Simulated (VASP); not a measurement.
Y, 3 atoms in the cell. Symmetry: P6/mmm, No. 191, hexagonal system. Conventional cell: a = 5.576 Å, b = 5.576 Å, c = 3.481 Å, α = 90.00°, β = 90.00°, γ = 120.00°. Y (site symmetry 6/mmm) has 14 Y at 3.48 to 3.66 Å within 4.6 Å. Within 4.2 Å of Y (site symmetry -6m2) lie 11 Y at 3.22 to 3.66 Å.  This cell differs from its parent crystal: volume scaled by 0.96.

| Property | Result |
| --- | --- |
| Program | VASP 6.6.1 |
| Task | single point |
| Functional | PBE |
| Potentials or basis | VASP PAW PBE potentials, release 64 (Y_sv) |
| Cutoff | 500 eV |
| k mesh | 7 × 7 × 10 |
| Occupations | fermi-dirac, width 0.1 eV |
| Spin | no spin polarisation |
| Dipole correction | no |
| Further INCAR settings | ALGO = Normal; EDIFF = 1e-06; NBANDS = 24 |

Potentials or basis: VASP PAW PBE potentials, release 64 (Y_sv).

Launch:

```console
$ cat potpaw_PBE.64/Y_sv/POTCAR > POTCAR
$ mpirun -np 1 vasp_std > vasp.out
```

Hardware: 1 thread of Intel(R) Xeon(R) 6975P-C (Granite Rapids) (shared host).

Problem. Estimate the wall time of this run.

Solution. Run time: 46 s on 1 thread of Intel(R) Xeon(R) 6975P-C (Granite Rapids), on a shared host, peak memory 0.27 GiB. Counts: scf iterations 13, k points 48.
